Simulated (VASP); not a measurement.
# CdS (kscan) (F-43m) in VASP: further runs, part 2 of 2

VASP 6.6.1.

### Step 4. Relaxation of cell and atoms, r2SCAN

The input, POSCAR:

```
CdS
1.0
    0.0000000000      2.9429534600      2.9429534600
    2.9429534600      0.0000000000      2.9429534600
    2.9429534600      2.9429534600      0.0000000000
Cd S
1 1
Direct
    0.0000000000      0.0000000000      0.0000000000
    0.7500000000      0.7500000000      0.7500000000
```

The input, INCAR.step1:

```
SYSTEM = CdS
  PREC = Accurate
  ENCUT = 600
  ISMEAR = 0
  SIGMA = 0.02
  LREAL = .False.
  LASPH = .True.
  NELM = 100
  GGA = PE
  ALGO = Normal
  EDIFF = 1E-4
  LWAVE = .True.
  LCHARG = .False.
```

The input, INCAR.step2:

```
SYSTEM = CdS
  PREC = Accurate
  ENCUT = 600
  EDIFF = 1E-7
  ISMEAR = 0
  SIGMA = 0.02
  LREAL = .False.
  LASPH = .True.
  NELM = 100
  ALGO = Normal
  ISIF = 3
  LWAVE = .False.
  LCHARG = .False.
  METAGGA = R2SCAN
  LMIXTAU = .True.
  IBRION = 2
  NSW = 100
  EDIFFG = -0.002
  ISTART = 1
```

The input, KPOINTS:

```
Automatic mesh
0
Gamma
  8 8 8
  0 0 0
```

Potentials or basis: VASP PAW PBE potentials, release 64 (Cd, S).

On the command line:

```
$ cat potpaw_PBE.64/Cd/POTCAR potpaw_PBE.64/S/POTCAR > POTCAR
$ cp INCAR.step1 INCAR
$ mpirun -np 1 vasp_std > vasp.out
$ cp INCAR.step2 INCAR
$ mpirun -np 1 vasp_std > vasp.out
```

OUTCAR:

```text
SYSTEM = CdS
   PREC = Accurate
   ENCUT = 600
   EDIFF = 1E-7
   ISMEAR = 0
   LREAL = .False.
   LASPH = .True.
   NELM = 100
   ISIF = 3
   METAGGA = R2SCAN
   IBRION = 2
   NSW = 100
   EDIFFG = -0.002
   ISTART = 1

 ion  position               nearest neighbor table
   1  0.000  0.000  0.000-   2 2.55   2 2.55   2 2.55   2 2.55
   2  0.750  0.750  0.750-   1 2.55   1 2.55   1 2.55   1 2.55

  LATTYP: Found a face centered cubic cell.
 ALAT       =     5.8859069200

  Lattice vectors:

 A1 = (   0.0000000000,   2.9429534600,   2.9429534600)
 A2 = (   2.9429534600,   0.0000000000,   2.9429534600)
 A3 = (   2.9429534600,   2.9429534600,   0.0000000000)

Analysis of symmetry for initial positions (statically):
=====================================================================
 Subroutine PRICEL returns:
 Original cell was already a primitive cell.

 Routine SETGRP: Setting up the symmetry group for a
 face centered cubic supercell.

 Subroutine GETGRP returns: Found 24 space group operations
 (whereof 24 operations were pure point group operations)
 out of a pool of 48 trial point group operations.

The static configuration has the point symmetry T_d .

Analysis of symmetry for dynamics (positions and initial velocities):
=====================================================================
 Subroutine PRICEL returns:
 Original cell was already a primitive cell.

 Routine SETGRP: Setting up the symmetry group for a
 face centered cubic supercell.

 Subroutine GETGRP returns: Found 24 space group operations
 (whereof 24 operations were pure point group operations)
 out of a pool of 48 trial point group operations.

The dynamic configuration has the point symmetry T_d .

 Subroutine INISYM returns: Found 24 space group operations
 (whereof 24 operations are pure point group operations),
 and found     1 'primitive' translations

----------------------------------------------------------------------------------------

                                     Primitive cell

  volume of cell :      50.9777

  direct lattice vectors                    reciprocal lattice vectors
     0.000000000  2.942953460  2.942953460    -0.169897352  0.169897352  0.169897352
     2.942953460  0.000000000  2.942953460     0.169897352 -0.169897352  0.169897352
     2.942953460  2.942953460  0.000000000     0.169897352  0.169897352 -0.169897352

  length of vectors
     4.161964697  4.161964697  4.161964697     0.294270846  0.294270846  0.294270846

  position of ions in fractional coordinates (direct lattice)
     0.000000000  0.000000000  0.000000000
     0.750000000  0.750000000  0.750000000

  ion indices of the primitive-cell ions
   primitive index   ion index
[... 112 lines left out ...]
   NGX = 17   NGY = 17   NGZ = 17

--------------------------------------- Ionic step        1  -------------------------------------------

 number of electron      17.9999999 magnetization

 Free energy of the ion-electron system (eV)
  ---------------------------------------------------
  ext. energy  EPLUGINS =         0.00000000
  ---------------------------------------------------
  free energy    TOTEN  =       -29.68637482 eV

  energy without entropy =      -29.68637482  energy(sigma->0) =      -29.68637482

------------------------ aborting loop because EDIFF is reached ----------------------------------------

  FORCE on cell =-STRESS in cart. coord.  units (eV):
  Direction    XX          YY          ZZ          XY          YZ          ZX
  --------------------------------------------------------------------------------------
  -------------------------------------------------------------------------------------
  Total        0.0043342      0.0043342      0.0043342      0.0000000      0.0000000     -0.0000000
  in kB        0.1362205      0.1362205      0.1362205      0.0000000      0.0000000     -0.0000000
  external PRESSURE =       0.1362205 kB  Pullay stress =       0.0000000 kB

 VOLUME and BASIS-vectors are now :
 -----------------------------------------------------------------------------
  energy-cutoff  :      600.00
  volume of cell :       50.98
      direct lattice vectors                 reciprocal lattice vectors
     0.000000000  2.942953460  2.942953460    -0.169897352  0.169897352  0.169897352
     2.942953460  0.000000000  2.942953460     0.169897352 -0.169897352  0.169897352
     2.942953460  2.942953460  0.000000000     0.169897352  0.169897352 -0.169897352

 POSITION                                       TOTAL-FORCE (eV/Angst)
 -----------------------------------------------------------------------------------
      0.00000      0.00000      0.00000         0.000000      0.000000      0.000000
      4.41443      4.41443      4.41443        -0.000000     -0.000000     -0.000000
 -----------------------------------------------------------------------------------
    total drift:                               -0.000000     -0.000000     -0.000000

  FREE ENERGIE OF THE ION-ELECTRON SYSTEM (eV)
  ---------------------------------------------------
  free  energy   TOTEN  =       -29.6863748179 eV

  energy  without entropy=      -29.6863748179  energy(sigma->0) =      -29.68637482

--------------------------------------- Ionic step        2  -------------------------------------------

 number of electron      17.9999999 magnetization

 Free energy of the ion-electron system (eV)
  ---------------------------------------------------
  ext. energy  EPLUGINS =         0.00000000
  ---------------------------------------------------
  free energy    TOTEN  =       -29.68637505 eV

  energy without entropy =      -29.68637505  energy(sigma->0) =      -29.68637505

 E-fermi :   0.9594     XC(G=0):  -9.5987

 val. band max:        0.8179240327   @ k =   0.0000   0.0000   0.0000
 cond. band min:       2.3465181233   @ k =   0.0000   0.0000   0.0000
 fundamental gap:      1.5285940907
 Fermi energy:         0.9593653514

 k-point     1 :       0.0000    0.0000    0.0000
  band No.  band energies     occupation
      1     -11.8882      2.00000
      2      -7.0548      2.00000
      3      -7.0548      2.00000
      4      -7.0548      2.00000
      5      -6.5802      2.00000
      6      -6.5802      2.00000
      7       0.8179      2.00000
      8       0.8179      2.00000
      9       0.8179      2.00000
     10       2.3465      0.00000
     11       7.8976      0.00000
     12       7.8976      0.00000
     13       7.8976      0.00000
[... 354 lines left out ...]
  band No.  band energies     occupation
      1     -11.4232      2.00000
      2      -6.8892      2.00000
      3      -6.8562      2.00000
      4      -6.6033      2.00000
      5      -6.5547      2.00000
      6      -6.1106      2.00000
      7      -3.1872      2.00000
      8      -1.0596      2.00000
      9      -0.3656      2.00000
     10       5.6064      0.00000
     11       6.9801      0.00000
     12       8.5005      0.00000
     13       9.6411      0.00000

 [... further k-points ...]

------------------------ aborting loop because EDIFF is reached ----------------------------------------

  FORCE on cell =-STRESS in cart. coord.  units (eV):
  Direction    XX          YY          ZZ          XY          YZ          ZX
  --------------------------------------------------------------------------------------
  -------------------------------------------------------------------------------------
  Total       -0.0013029     -0.0013029     -0.0013029      0.0000000      0.0000000      0.0000000
  in kB       -0.0409367     -0.0409367     -0.0409367      0.0000000      0.0000000      0.0000000
  external PRESSURE =      -0.0409367 kB  Pullay stress =       0.0000000 kB

 VOLUME and BASIS-vectors are now :
 -----------------------------------------------------------------------------
  energy-cutoff  :      600.00
  volume of cell :       50.99
      direct lattice vectors                 reciprocal lattice vectors
     0.000000000  2.943261138  2.943261138    -0.169879592  0.169879592  0.169879592
     2.943261138  0.000000000  2.943261138     0.169879592 -0.169879592  0.169879592
     2.943261138  2.943261138  0.000000000     0.169879592  0.169879592 -0.169879592

 POSITION                                       TOTAL-FORCE (eV/Angst)
 -----------------------------------------------------------------------------------
      2.94326      0.00000      2.94326        -0.000000     -0.000000     -0.000000
      4.41489      4.41489      4.41489         0.000000      0.000000      0.000000
 -----------------------------------------------------------------------------------
    total drift:                               -0.000000     -0.000000     -0.000000

  FREE ENERGIE OF THE ION-ELECTRON SYSTEM (eV)
  ---------------------------------------------------
  free  energy   TOTEN  =       -29.6863750477 eV

  energy  without entropy=      -29.6863750477  energy(sigma->0) =      -29.68637505

 reached required accuracy - stopping structural energy minimisation
```

Run time: 2 min. Hardware: 1 thread of AMD EPYC 9R45 (Zen 5), shared host; peak memory 0.2 GiB.

What came out:

```yaml
Free_energy: -29.6864 eV
Relaxed_volume: 25.50 Å³/atom
Relaxed_cell: a = 4.162 Å, b = 4.162 Å, c = 4.162 Å, α = 60.00°, β = 60.00°, γ = 60.00°
Space_group_after_relaxing_to_0.05_Å: F-43m (No. 216)
Energy_gained_by_relaxing: 0.0 meV/atom
Ionic_steps: 2
Pressure_after_relaxing: 0.0 GPa
Band_gap_on_the_k_mesh: 1.53 eV, direct
```

Final structure:
```xyz
2
Lattice="0.0000 2.9433 2.9433 2.9433 0.0000 2.9433 2.9433 2.9433 0.0000" Properties=species:S:1:pos:R:3 pbc="T T T"
Cd    2.9433    0.0000    2.9433
S     4.4149    4.4149    4.4149
```

Caveat: the PAW data sets were made with another functional, which shifts forces and pressure a little.

### Step 5. The runs side by side

| task | cell | k mesh | cutoff (eV) | smearing | gap on the mesh (eV) | pressure (GPa) |
| --- | --- | --- | --- | --- | --- | --- |
| single point | a = 4.162 Å, angles 60.0°, 2 atoms | 6 × 6 × 6 | 520 | gaussian 0.1 eV | 1.53 | 0.1 |
| single point | a = 4.157 Å, angles 60.0°, 2 atoms | 8 × 8 × 8 | 520 | gaussian 0.02 eV | 1.54 | 0.3 |
| relaxation of cell and atoms | relaxed from a = 4.162 Å, angles 60.0°, 2 atoms | 8 × 8 × 8 | 600 | gaussian 0.02 eV | 1.53 | 0.0 |

Alike in all rows: level r2SCAN; potentials or basis VASP PAW PBE potentials, release 64 (Cd, S); no spin polarisation.

Caveats: the PAW data sets were made with another functional, which shifts forces and pressure a little.

Total energies depend on the potentials used, so only differences within one code and one set of settings carry meaning.
